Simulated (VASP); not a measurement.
Here is a VASP 6.6.1 calculation.

INCAR

```
ALGO = Normal ; EDIFF = 1E-6
ENCUT = 520 ; GGA = PE
ISIF = 2 ; ISMEAR = 0
LASPH = T ; LCHARG = F
LREAL = F ; LWAVE = F
NBANDS = 16 ; NELM = 60
PREC = Accurate ; SIGMA = 0.15
```

The input KPOINTS:

```
k-points
0
Gamma
  16 16 16
```

File POSCAR:

```
GaSb
1.0
   -2.6368500000      2.6368500000      1.5811567257
    2.6368500000     -2.6368500000      1.5811567257
    2.6368500000      2.6368500000     -1.5811567257
Ga Sb
1 1
Direct
    0.2500000000      0.7500000000      0.5000000000
    0.0000000000      0.0000000000      0.0000000000
```

Potentials or basis: VASP PAW PBE potentials, release 64 (Ga_d, Sb).

Run with:

```console
$ cat potpaw_PBE.64/Ga_d/POTCAR potpaw_PBE.64/Sb/POTCAR > POTCAR
$ mpirun -np 1 vasp_std > vasp.out
```

Task: Estimate the band gap on the k mesh.

Result: Zero (band 9 reaches 9.89 eV, above the bottom of band 10 at 4.36 eV).

Task: Predict the pressure.

Result: 6.7 GPa.

Stress tensor (GPa, compression positive):
```
8.10 0.00 0.00
0.00 8.10 0.00
0.00 0.00 3.83
```

Caveat: spin-orbit coupling is left out, which moves the levels of the heavy elements.
